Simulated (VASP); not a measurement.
Input of a VASP 6.6.1 run:

INCAR

```
SYSTEM = MgO
ALGO = Normal
EDIFF = 1E-6
ENCUT = 840
GGA_COMPAT = .FALSE.
ISIF = 2
ISMEAR = -5
LASPH = .TRUE.
LCHARG = .FALSE.
LREAL = .FALSE.
LWAVE = .FALSE.
NBANDS = 15
NELM = 120
PREC = Accurate
SIGMA = 0.05
```

KPOINTS

```
k-points
0
G
  11 11 11
  0 0 0
```

POSCAR

```
MgO
1.0
    0.0000000000      2.1381295086      2.1381295086
    2.1381295086      0.0000000000      2.1381295086
    2.1381295086      2.1381295086      0.0000000000
Mg O
1 1
Direct
    0.0000000000      0.0000000000      0.0000000000
    0.5000000000      0.5000000000      0.5000000000
```

Potentials or basis: VASP PAW LDA potentials, release 64 (Mg_sv, O).

Launch:

```console
$ cat potpaw_LDA.64/Mg_sv/POTCAR potpaw_LDA.64/O/POTCAR > POTCAR
$ mpirun -np 1 vasp_std > vasp.out
```

Question: What does it give for the pressure?

Answer: -11.7 GPa.

Question: Predict the band gap on the k mesh.

Answer: 4.24 eV.

Caveat: the cell stands under tension.
